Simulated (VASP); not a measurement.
# Al7SiCN7 (P1) in VASP: notebook

The runs below take Al7SiCN7 through single point, with PBEsol.

Program: VASP 6.6.1. These are calculated values, not measurements. Logs are shortened: lines on timing, memory, paths and dates and some standing lists are left out, and cuts for length are marked.

**1. The cell of the first run**

The typed cell holds 96 atoms: a = 9.328 Å, b = 10.771 Å, c = 9.982 Å, α = 90.00°, β = 90.00°, γ = 90.00°.

**2. Single point, PBEsol**

INCAR

```
PREC = Accurate ; ENCUT = 700
EDIFF = 1E-6 ; ISMEAR = -1
SIGMA = 0.05 ; LREAL = Auto
LASPH = T ; NELM = 120
ALGO = Normal ; ISIF = 2
LWAVE = F ; LCHARG = F
GGA = PS ; ISYM = -1
NBANDS = 246 ; GGA_COMPAT = F
```

KPOINTS

```
explicit points
1
Reciprocal
  0.25000000   0.25000000   0.25000000 1
```

POSCAR

```
Al7SiCN7
1.0
    9.3278400000      0.0000000000      0.0000000000
    0.0000000000     10.7708620000      0.0000000000
    0.0000000000      0.0000000000      9.9824270000
Al Si N C
42 6 42 6
Direct
    0.1659250000      0.0862840000      0.2460280000
    0.9983510000      0.3338870000      0.2443300000
    0.9988040000      0.3318590000      0.7500270000
    0.4978610000      0.0837820000      0.2488680000
    0.4980280000      0.0845560000      0.7471680000
    0.3318180000      0.3328060000      0.2500720000
    0.3357460000      0.3330720000      0.7476970000
    0.1714200000      0.5838630000      0.2500300000
    0.1685590000      0.5837910000      0.7508710000
    0.9979860000      0.8315560000      0.2468910000
    0.0002890000      0.8331830000      0.7488960000
    0.8321950000      0.0853220000      0.2467820000
    0.8339060000      0.0850430000      0.7487780000
    0.6643730000      0.3341490000      0.2462590000
    0.6650330000      0.3285880000      0.7477550000
    0.4992940000      0.5839560000      0.2493690000
    0.5038410000      0.5821820000      0.7484090000
    0.3383430000      0.8305510000      0.7525580000
    0.8337270000      0.5851480000      0.2488380000
    0.8339250000      0.5826250000      0.7459580000
    0.6643510000      0.8318690000      0.2445970000
    0.6659200000      0.8312420000      0.7478360000
    0.9983410000      0.1690610000      0.5003330000
    0.0015570000      0.1689030000      0.9998090000
    0.3305050000      0.1657990000      0.4989050000
    0.3305290000      0.1648410000      0.0019820000
    0.1628330000      0.4148880000      0.4995280000
    0.1683710000      0.4134570000      0.0013230000
    0.0012280000      0.6687280000      0.4969090000
    0.6645210000      0.1647030000      0.4954420000
    0.6686590000      0.1675220000      0.9997200000
    0.5023020000      0.4183140000      0.5009930000
    0.5004470000      0.4139910000      0.9985520000
    0.3361110000      0.6682880000      0.4953030000
    0.1666080000      0.9183670000      0.0016720000
    0.8324940000      0.4157780000      0.4961910000
    0.8371140000      0.4150370000      0.9978600000
    0.6661430000      0.6691010000      0.5019830000
    0.6665500000      0.6659540000      0.9995500000
    0.4998140000      0.9178030000      0.5026810000
    0.5025850000      0.9180330000      0.9983150000
    0.8375140000      0.9153230000      0.9990810000
    0.1668540000      0.0840560000      0.7465850000
    0.3346920000      0.8358190000      0.2496940000
    0.0015750000      0.6663940000      0.9972580000
    0.3341180000      0.6663750000      0.9995760000
    0.1668650000      0.9146850000      0.4988980000
    0.8332580000      0.9145060000      0.5006210000
    0.9982830000      0.1677930000      0.1910600000
    0.9978130000      0.1667140000      0.6936370000
    0.3351470000      0.1664760000      0.1894860000
    0.3345030000      0.1622460000      0.6894430000
    0.1685250000      0.4181750000      0.1893140000
    0.1703860000      0.4172100000      0.6918190000
    0.0009490000      0.6666150000      0.6889590000
    0.6699220000      0.1672180000      0.1891060000
    0.6663530000      0.1663350000      0.6897110000
    0.5027490000      0.4180340000      0.1871640000
    0.5010960000      0.4170130000      0.6890440000
    0.3345930000      0.6657190000      0.1860950000
    0.3318480000      0.6638520000      0.6901770000
    0.1662940000      0.9172820000      0.1905880000
    0.1665940000      0.9129730000      0.6859930000
    0.8347390000      0.4136640000      0.1879790000
    0.8350330000      0.4146910000      0.6921970000
    0.6673660000      0.6702540000      0.1910700000
    0.6677260000      0.6687790000      0.6898930000
    0.4990870000      0.9162000000      0.1895690000
    0.5019410000      0.9197780000      0.6884090000
    0.8335700000      0.9151310000      0.1883480000
    0.8337060000      0.9173060000      0.6896860000
    0.1684740000      0.0837050000      0.4405440000
    0.1685270000      0.0805470000      0.9444230000
    0.0002710000      0.3366320000      0.9419370000
    0.3332330000      0.3335050000      0.4428770000
    0.3336620000      0.3321950000      0.9398520000
    0.1673290000      0.5847860000      0.4369860000
    0.1657800000      0.5841040000      0.9419090000
    0.0003240000      0.8317250000      0.4407750000
    0.8331050000      0.0839300000      0.4374070000
    0.8296350000      0.0827750000      0.9405610000
    0.6685600000      0.3333490000      0.4386400000
    0.6677670000      0.3335230000      0.9377130000
    0.4992540000      0.5831800000      0.4426050000
    0.5054490000      0.5825090000      0.9371590000
    0.3348480000      0.8342140000      0.4383840000
    0.3268970000      0.8326730000      0.9396040000
    0.8316640000      0.5841810000      0.4408720000
    0.8330240000      0.5834210000      0.9382570000
    0.6673570000      0.8305670000      0.4444240000
    0.9994860000      0.6664240000      0.1850710000
    0.9955600000      0.3317240000      0.4389430000
    0.5041680000      0.0828710000      0.4429970000
    0.4994420000      0.0862870000      0.9402370000
    0.9955030000      0.8333250000      0.9388780000
    0.6672060000      0.8365070000      0.9399040000
```

Potentials or basis: VASP PAW PBE potentials, release 64 (Al, Si, N, C).

The run is started by

```
$ cat potpaw_PBE.64/Al/POTCAR potpaw_PBE.64/Si/POTCAR potpaw_PBE.64/N/POTCAR potpaw_PBE.64/C/POTCAR > POTCAR
$ mpirun -np 1 vasp_std > vasp.out
```

OUTCAR:

```text
PREC = Accurate
   ENCUT = 700
   EDIFF = 1E-6
   ISMEAR = -1
   LREAL = Auto
   LASPH = T
   NELM = 120
   ISIF = 2
   GGA = PS
   ISYM = -1

 ion  position               nearest neighbor table
   1  0.166  0.086  0.246-  49 1.88  51 1.89  62 1.90  72 1.94  26 3.00  24 3.03  35 3.04   6 3.07
                            25 3.08   2 3.09   4 3.10  23 3.11  12 3.11  44 3.12  47 3.13  10 3.16
   2  0.998  0.334  0.244-  64 1.84  49 1.87  53 1.91  92 1.94  37 3.01  24 3.02  28 3.02  36 3.08
                             1 3.09  12 3.09  27 3.10   6 3.11  23 3.11  19 3.11  14 3.12   8 3.14
   3  0.999  0.332  0.750-  65 1.86  50 1.87  74 1.92  54 1.94  37 3.03  23 3.05  24 3.05  27 3.06
                            13 3.07  28 3.09  43 3.10  36 3.11  20 3.11  15 3.11   9 3.14   7 3.14
   4  0.498  0.084  0.249-  51 1.86  68 1.90  56 1.93  93 1.94  30 3.04  26 3.05  41 3.07  25 3.07
                            44 3.07  31 3.09   1 3.10   6 3.10  40 3.10  14 3.11  12 3.12  21 3.13
   5  0.498  0.085  0.747-  52 1.83  69 1.87  57 1.89  94 1.93  40 3.03  15 3.06  25 3.06   7 3.08
                            30 3.08  41 3.08  43 3.09  26 3.11  31 3.11  18 3.12  13 3.13  22 3.15
   6  0.332  0.333  0.250-  53 1.88  51 1.89  75 1.92  58 1.94  28 3.04  25 3.07  26 3.07   1 3.07
                            27 3.08  33 3.09   8 3.09   4 3.10  14 3.10  32 3.11   2 3.11  16 3.12
   7  0.336  0.333  0.748-  54 1.87  59 1.88  76 1.92  52 1.93  32 3.05  33 3.06  25 3.07  15 3.07
                             5 3.08  27 3.08  28 3.10  17 3.11  43 3.11   9 3.12  26 3.12   3 3.14
   8  0.171  0.584  0.250-  77 1.87  60 1.87  53 1.88  91 1.95  34 3.03  46 3.06  16 3.06  29 3.07
                            27 3.09  28 3.09   6 3.09  45 3.11  44 3.11  10 3.12   2 3.14  19 3.15
   9  0.169  0.584  0.751-  61 1.85  54 1.89  55 1.90  78 1.91  45 3.04  46 3.06  18 3.09  27 3.10
[... 125 lines left out ...]
  95  0.996  0.833  0.939-  42 1.82  45 1.89  11 1.90  35 1.94
  96  0.667  0.837  0.940-  41 1.86  42 1.90  22 1.92  39 1.93

IMPORTANT INFORMATION: All symmetrisations will be switched off!
NOSYMM: (Re-)initialisation of all symmetry stuff for point group C_1.

----------------------------------------------------------------------------------------

                                     Primitive cell

  volume of cell :    1002.9232

  direct lattice vectors                    reciprocal lattice vectors
     9.327840000  0.000000000  0.000000000     0.107205956  0.000000000  0.000000000
     0.000000000 10.770862000  0.000000000     0.000000000  0.092843080  0.000000000
     0.000000000  0.000000000  9.982427000     0.000000000  0.000000000  0.100176039

  length of vectors
     9.327840000 10.770862000  9.982427000     0.107205956  0.092843080  0.100176039

  position of ions in fractional coordinates (direct lattice)
     0.165925000  0.086284000  0.246028000
     0.998351000  0.333887000  0.244330000
     0.998804000  0.331859000  0.750027000
     0.497861000  0.083782000  0.248868000
     0.498028000  0.084556000  0.747168000
     0.331818000  0.332806000  0.250072000
[... 88 lines left out ...]
     0.995503000  0.833325000  0.938878000
     0.667206000  0.836507000  0.939904000

  ion indices of the primitive-cell ions
   primitive index   ion index
                 1           1
                 2           2
                 3           3
                 4           4
                 5           5
                 6           6
[... 88 lines left out ...]
                95          95
                96          96

----------------------------------------------------------------------------------------

 KPOINTS: explicit points

Read explicit list of k-points.

 Found      1 k-points:

 Following reciprocal coordinates:
            Coordinates               Weight
  0.250000  0.250000  0.250000      1.000000
   k-points           NKPTS =      1   k-points in BZ     NKDIM =      1   number of bands    NBANDS=    246
   number of dos      NEDOS =    301   number of ions     NIONS =     96
[... 25 lines left out ...]
   TEBEG  =    0.0;   TEEND  =   0.0 temperature during run
   PSTRESS=    0.0 pullay stress
   NELECT =     384.0000    total number of electrons
   NUPDOWN=      -1.0000    fix difference up-down
   EMIN   =  10.00;   EMAX   =-10.00  energy-range for DOS
   EFERMI =   0.00;   METHOD = LEGACY
   ISMEAR =    -1;   SIGMA  =   0.05  broadening in eV -4-tet -1-fermi 0-gaus
   EFERMI_NEDOS =   21; number of points for ismear=-14 and -15
   IALGO  =     38    algorithm
   IMIX   =      4    mixing-type and parameters
     AMIX     =   0.40;   BMIX     =  1.00
     AMIX_MAG =   1.60;   BMIX_MAG =  1.00
  volume/ion in A,a.u.               =      10.45        70.50
  Fermi-wavevector in a.u.,A,eV,Ry     =   1.188765  2.246440 19.227239  1.413162
  Thomas-Fermi vector in A             =   2.324887
   LORBIT       =      0    0 simple, 1 ext, 2 COOP (PROOUT), +10 PAW based schemes
   GGA     = PS    functional components
   LHFCALC =     F    Hartree Fock is set to
   AEXX    =    0.0000 exact exchange contribution
   IVDW    =     0    specifies the selected vdW correction
   LEPSILON=     F    determine dielectric tensor
   LRPA    =     F    only Hartree local field effects (RPA)
 non-spin polarized calculation
  energy-cutoff  :      700.00
  volume of cell :     1002.92
 maximum number of plane-waves:     42176
 NGX is ok and might be reduce to    80
   NGX = 41   NGY = 47   NGZ = 43

 number of electron     383.9999992 magnetization

 Free energy of the ion-electron system (eV)
  ---------------------------------------------------
  ext. energy  EPLUGINS =         0.00000000
  ---------------------------------------------------
  free energy    TOTEN  =      -737.41175096 eV

  energy without entropy =     -737.41175059  energy(sigma->0) =     -737.41175077

 E-fermi :   8.8588     XC(G=0): -11.1642

 val. band max:        8.0566019603   @ k =   0.2500   0.2500   0.2500
 cond. band min:       9.6609888789   @ k =   0.2500   0.2500   0.2500
 fundamental gap:      1.6043869186
 Fermi energy:         8.8587718453

 k-point     1 :       0.2500    0.2500    0.2500
  band No.  band energies     occupation
      1     -10.4642      2.00000
      2      -9.9440      2.00000
      3      -9.4975      2.00000
      4      -9.4064      2.00000
      5      -8.9457      2.00000
      6      -8.7449      2.00000
[... 196 lines left out ...]
    203      11.1229      0.00000
    204      11.1871      0.00000
 [bands above 204 left out]

------------------------ aborting loop because EDIFF is reached ----------------------------------------

  FORCE on cell =-STRESS in cart. coord.  units (eV):
  Direction    XX          YY          ZZ          XY          YZ          ZX
  --------------------------------------------------------------------------------------
  -------------------------------------------------------------------------------------
  Total        9.0888901      9.0046523      5.4182243     -4.4822084      1.4038379      0.3826848
  in kB       14.5195695     14.3849991      8.6556536     -7.1603612      2.2426415      0.6113418
  external PRESSURE =      12.5200741 kB  Pullay stress =       0.0000000 kB

 VOLUME and BASIS-vectors are now :
 -----------------------------------------------------------------------------
  energy-cutoff  :      700.00
  volume of cell :     1002.92
      direct lattice vectors                 reciprocal lattice vectors
     9.327840000  0.000000000  0.000000000     0.107205956  0.000000000  0.000000000
     0.000000000 10.770862000  0.000000000     0.000000000  0.092843080  0.000000000
     0.000000000  0.000000000  9.982427000     0.000000000  0.000000000  0.100176039

 POSITION                                       TOTAL-FORCE (eV/Angst)
 -----------------------------------------------------------------------------------
      1.54772      0.92935      2.45596         0.238558      0.792229      0.323583
      9.31246      3.59625      2.43901         0.204218      0.417536      1.353980
      9.31668      3.57441      7.48709         0.390074      1.529357     -0.331671
      4.64397      0.90240      2.48431         0.987912      0.786451      0.179521
      4.64553      0.91074      7.45855         1.581226     -0.655442      1.094357
      3.09515      3.58461      2.49633         0.336906     -0.069924      0.377040
[... 88 lines left out ...]
      9.28589      8.97563      9.37228         2.974816     -2.065255     -0.149531
      6.22359      9.00990      9.38252        -0.244095     -1.617638      0.003428
 -----------------------------------------------------------------------------------
    total drift:                                0.011810      0.001516      0.029903

  FREE ENERGIE OF THE ION-ELECTRON SYSTEM (eV)
  ---------------------------------------------------
  free  energy   TOTEN  =      -737.4117509584 eV

  energy  without entropy=     -737.4117505911  energy(sigma->0) =     -737.41175077
```

Wall time 12 min (1 thread of Intel Xeon Platinum 8488C (Sapphire Rapids), shared host); peak memory 1.4 GiB.

Results:

* Free energy: -737.4118 eV
* Pressure: 1.3 GPa
* Largest force: 4.014 eV/Å
* Band gap on the k mesh: 1.60 eV

Forces in eV/Å, atoms in the order of the input:
```
Al   0.239  0.792  0.324
Al   0.204  0.418  1.354
Al   0.390  1.529 -0.332
Al   0.988  0.786  0.180
Al   1.581 -0.655  1.094
Al   0.337 -0.070  0.377
Al  -0.197  0.221  0.513
Al  -2.397 -0.996  0.027
Al  -0.603 -0.561 -0.996
Al  -0.775  0.090 -1.470
Al  -1.055 -0.996  0.971
Al  -0.214 -0.536 -0.450
Al  -1.816 -0.316  1.477
Al   1.074 -0.521  0.581
Al   0.641  0.566  0.310
Al   1.985 -0.822  0.319
Al  -0.067  0.160 -0.611
Al   1.116  0.087 -0.244
Al  -0.194 -1.108  0.182
Al  -0.088 -0.226  0.229
Al   1.268  0.595 -0.391
Al  -0.410  0.739  1.707
Al  -0.211  0.331 -0.629
Al  -1.515 -0.585  0.023
Al   1.965  0.578 -0.617
Al   2.008  0.491 -0.360
Al   0.094  0.007 -0.154
Al   0.188 -0.157  0.080
Al  -0.425 -2.777  0.309
Al   0.461  1.342  0.862
Al  -0.717 -0.399 -0.170
Al  -0.050 -1.340 -0.552
Al   0.355 -0.880 -0.147
Al  -0.847 -1.976  1.344
Al  -1.109 -1.216 -0.536
Al  -0.018  0.126  0.509
Al  -1.295  0.417  0.393
Al   0.640 -1.661 -0.133
Al   1.153  2.011  0.121
Al   1.127  1.583  0.280
Al   0.426  0.680 -0.965
Al  -2.165  0.742  0.217
Si   0.417  0.730  1.172
Si   0.268  1.192 -1.199
Si  -1.680  1.699  1.110
Si   0.285  0.711 -1.216
Si   0.094  1.759 -0.325
Si  -1.310  1.627  0.215
N    0.894 -0.860 -0.984
N    2.992 -2.048  0.321
N   -1.555  0.258  0.417
N   -3.949 -0.109  0.336
N    0.684 -0.103 -0.485
N   -0.337 -0.047  0.548
N    0.453  0.232 -0.577
N   -0.390  0.183  0.316
N    0.818 -0.073 -0.722
N   -1.166  0.540  0.270
N   -0.051 -0.038  0.327
N    0.529  2.571 -0.885
N    0.609  1.011 -0.217
N    2.626 -0.799  1.753
N    0.642  2.300 -1.821
N   -0.974  0.828 -0.613
N   -0.623  0.264  0.018
N   -1.267 -1.517  0.382
N   -0.219 -0.946 -0.643
N   -3.020 -2.021  1.564
N   -1.277 -1.780 -0.349
N   -0.020  1.022  1.949
N    0.626  0.037 -3.680
N   -1.363 -3.701  0.745
N   -1.020  0.709 -3.103
N    0.963 -0.861 -0.574
N    0.128  0.513 -0.156
N   -0.599  0.710 -0.261
N    0.980  0.991  0.642
N    1.343  0.919  0.543
N    0.624  2.872  1.135
N    0.987 -3.374  1.288
N    2.202  0.939 -0.451
N   -0.949  0.553 -0.047
N    0.211  0.843  0.145
N   -0.096  1.064 -0.800
N   -3.473  0.372  1.191
N   -2.462  0.119 -1.487
N    0.579 -2.759  1.263
N   -0.142  1.004  0.297
N    2.012 -0.347  0.026
N    1.897  1.322 -0.333
C    1.238 -0.437 -0.924
C    1.031 -0.069 -0.153
C   -2.020 -0.783 -0.852
C   -0.973 -0.036 -0.002
C    2.975 -2.065 -0.150
C   -0.244 -1.618  0.003
```

Stress tensor (GPa, compression positive):
```
 1.45 -0.72  0.06
-0.72  1.44  0.22
 0.06  0.22  0.87
```

Levels at points of the mesh, in eV from the valence-band top:
| k point | band 188 | band 189 | band 190 | band 191 | band 192 | band 193 | band 194 | band 195 | band 196 | band 197 |
| --- | --- | --- | --- | --- | --- | --- | --- | --- | --- | --- |
| (0.25, 0.25, 0.25) | -0.80 | -0.72 | -0.70 | -0.53 | 0.00 | 1.60 | 1.97 | 2.23 | 2.36 | 2.42 |

Caveat: the PAW data sets were made with another functional, which shifts forces and pressure a little; a shifted mesh leaves out Γ, where band edges can lie. A k mesh can miss the band edges.

[end of part 1 of 2]
